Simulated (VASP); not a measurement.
Set up this calculation in VASP 6.6.1, as the native input.

- Task: single point
- Functional: r2SCAN
- Potentials or basis: VASP PAW PBE potentials, release 64 (Pt)
- Cutoff: 520 eV
- k mesh: 11 × 11 × 6
- Occupations: fermi-dirac, width 0.05 eV
- Spin: no spin polarisation
- Dipole correction: no
- Further INCAR settings: ALGO = Normal; EDIFF = 1e-06; NBANDS = 17

Crystal: Pt.

```xyz
2
Lattice="2.8148 0.0000 0.0000 -1.4074 2.4377 0.0000 0.0000 0.0000 4.8861" Properties=species:S:1:pos:R:3 pbc="T T T"
Pt    0.0000    1.6251    1.2215
Pt    1.4074    0.8126    3.6646
```

The input as run:

POSCAR

```
Pt
1.0
    2.8148100603      0.0000000000      0.0000000000
   -1.4074050301      2.4376970190      0.0000000000
    0.0000000000      0.0000000000      4.8861212732
Pt
2
Direct
    0.3333333333      0.6666666667      0.2500000000
    0.6666666667      0.3333333333      0.7500000000
```

INCAR.step1

```
PREC = Accurate
ENCUT = 520
ISMEAR = -1
SIGMA = 0.05
LREAL = False
LASPH = True
NELM = 80
NBANDS = 17
GGA = PE
ALGO = Normal
EDIFF = 1E-4
LWAVE = True
LCHARG = False
```

INCAR.step2

```
PREC = Accurate
ENCUT = 520
EDIFF = 1E-6
ISMEAR = -1
SIGMA = 0.05
LREAL = False
LASPH = True
NELM = 80
ALGO = Normal
ISIF = 2
LWAVE = False
LCHARG = False
METAGGA = R2SCAN
LMIXTAU = True
NBANDS = 17
ISTART = 1
```

KPOINTS

```
regular mesh
0
Gamma
  11 11 6
```

Potentials or basis: VASP PAW PBE potentials, release 64 (Pt).

The run is started by

```bash
$ cat potpaw_PBE.64/Pt/POTCAR > POTCAR
$ cp INCAR.step1 INCAR
$ mpirun -np 1 vasp_std > vasp.out
$ cp INCAR.step2 INCAR
$ mpirun -np 1 vasp_std > vasp.out
```

Results of the run:

```json
{
 "Pressure": "-17.3 GPa",
 "Band gap on the k mesh": "zero (band 10 reaches 9.43 eV, above the bottom of band 11 at 8.28 eV)"
}
```

Caveat: the PAW data sets were made with another functional, which shifts forces and pressure a little; spin-orbit coupling is left out, which moves the levels of the heavy elements.

Wall time 81 s on 1 thread of Intel(R) Xeon(R) Platinum 8259CL CPU @ 2.50GHz (Skylake/Cascade Lake), on a shared host, peak memory 0.18 GiB.
